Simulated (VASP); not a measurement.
## AlFe: single point with LDA

Crystal: AlFe.

```
Al Fe
1.0
     2.91000    0.00000    0.00000
     0.00000    2.91000    0.00000
     0.00000    0.00000    2.91000
Al Fe
1 1
Cartesian
  0.0000 0.0000 0.0000
  1.4550 1.4550 1.4550
```

```json
{
  "Program": "VASP 6.6.1",
  "Task": "single point",
  "Functional": "LDA",
  "Potentials or basis": "VASP PAW LDA potentials, release 64 (Al, Fe)",
  "Cutoff": "520 eV",
  "k mesh": "12 × 12 × 12",
  "Occupations": "gaussian, width 0.05 eV",
  "Spin": "collinear spin, ferromagnetic start",
  "Starting moments": "[0.0, 2.5] μB"
}
```

```
Pressure                                              : -16.1 GPa
Net moment                                            : 0.67 μB per cell
Site moments                                          : Al -0.02; Fe +0.69 μB
Valence electrons inside the program's atomic spheres : Al 0.83; Fe 7.37
```

Levels at points of the mesh, in eV from the Fermi level:
Spin up:
| k point | band 3 | band 4 | band 5 | band 6 | band 7 | band 8 | band 9 | band 10 |
| --- | --- | --- | --- | --- | --- | --- | --- | --- |
| (0.00, 0.00, 0.00) | -2.38 | -0.27 | -0.27 | -0.27 | 6.13 | 6.13 | 6.13 | 9.21 |
| (0.50, 0.00, 0.00) | -1.80 | -1.18 | -1.18 | -0.15 | 0.82 | 8.72 | 10.81 | 10.81 |
| (0.50, 0.50, 0.00) | -2.01 | -2.01 | -0.95 | -0.95 | 0.40 | 3.09 | 3.86 | 12.27 |
| (0.50, 0.50, 0.50) | -3.40 | 0.44 | 0.44 | 2.98 | 2.98 | 2.98 | 3.83 | 5.78 |
Spin down:
```tsv
k point	band 1	band 2	band 3	band 4	band 5	band 6	band 7	band 8	band 9	band 10
(0.00, 0.00, 0.00)	-10.10	-2.01	-2.01	0.40	0.40	0.40	6.18	6.18	6.18	9.34
(0.50, 0.00, 0.00)	-6.06	-5.72	-1.38	-0.60	-0.60	0.53	1.31	8.69	10.90	10.90
(0.50, 0.50, 0.00)	-4.53	-2.12	-1.97	-1.97	-0.33	-0.33	0.92	3.41	4.32	12.25
(0.50, 0.50, 0.50)	-3.06	-3.06	-3.06	0.96	0.96	3.06	3.06	3.06	3.80	6.14
```

Run time: 18 s on 1 thread of Intel(R) Xeon(R) 6975P-C (Granite Rapids), on a shared host, peak memory 0.17 GiB.

Caveat: the cell stands under tension.
